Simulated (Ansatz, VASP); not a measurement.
Two plane-wave programs on Bi4Te3

```
Bi Te
1.0
    -2.25359    3.90334    0.00000
    -4.50718    0.00000    0.00000
    -2.25359    1.30111   14.33679
Bi Te
4 3
Direct
  0.28653 0.28653 0.14042
  0.71347 0.71347 0.85958
  0.85263 0.85263 0.44210
  0.14737 0.14737 0.55790
  0.00000 0.00000 0.00000
  0.58022 0.58022 0.25934
  0.41978 0.41978 0.74066
```

Alike in both runs: task single point; functional PBE; k mesh 6 × 6 × 6; occupations gaussian, width 0.2 eV; no spin polarisation.

|  | VASP | Ansatz |
| --- | --- | --- |
| version | VASP 6.6.1 | Ansatz 0.2.0 |
| potentials or method | VASP PAW PBE potentials, release 64 (Bi_d, Te), cutoff 520 eV | scalar-relativistic, plane waves, PAW |
| valence electrons in the cell | 78 | 108 |

Ansatz gave:

```
gap on the k mesh at the Fermi level (eV) : 0.23
least direct gap on the mesh (eV)         : 0.26
pressure (GPa)                            : 0.0
rms of the force components (eV/Å)        : 0.008
```

Estimate VASP's values.

gap on the k mesh at the Fermi level (eV): 0.22; least direct gap on the mesh (eV): 0.25; pressure (GPa): -0.1; rms of the force components (eV/Å): 0.005.

Atom by atom the forces differ by 0.005 eV/Å (rms over components). VASP's potentials hold 78 valence electrons a cell and Ansatz's 108, so a difference there can come from the potentials and not from the codes.

Neither program's run includes spin-orbit coupling.
